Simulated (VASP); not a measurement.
The system is LaScN2.

```
CELL_PARAMETERS angstrom
3.52802 0.00000 0.00000
0.00000 3.52802 0.00000
0.00000 0.00000 4.95312
ATOMIC_POSITIONS crystal
Sc 0.00000 0.00000 0.00000
N 0.00000 0.00000 0.50000
N 0.50000 0.50000 0.00000
La 0.50000 0.50000 0.50000
```

Base run:

| Property | Result |
| --- | --- |
| Program | VASP 6.6.1 |
| Functional | r2SCAN |
| Potentials or basis | VASP PAW PBE potentials, release 64 (Sc_sv, N, La) |
| Cutoff | 520 eV |
| k mesh | 8 × 8 × 6 |
| Occupations | fermi-dirac, width 0.02 eV |
| Spin | no spin polarisation |

Its results: band gap on the k mesh zero (band 16 reaches 7.04 eV, above the bottom of band 17 at 6.96 eV); pressure 0.0 GPa.

Q: The run is repeated on the same cell with these changes: functional from r2SCAN to PBE. What comes out?

A: Band gap on the k mesh zero (band 16 reaches 7.09 eV, above the bottom of band 17 at 6.84 eV); pressure 0.6 GPa.

Caveats: spin-orbit coupling is left out, which moves the levels of the heavy elements; the PAW data sets were made with another functional, which shifts forces and pressure a little (some runs).
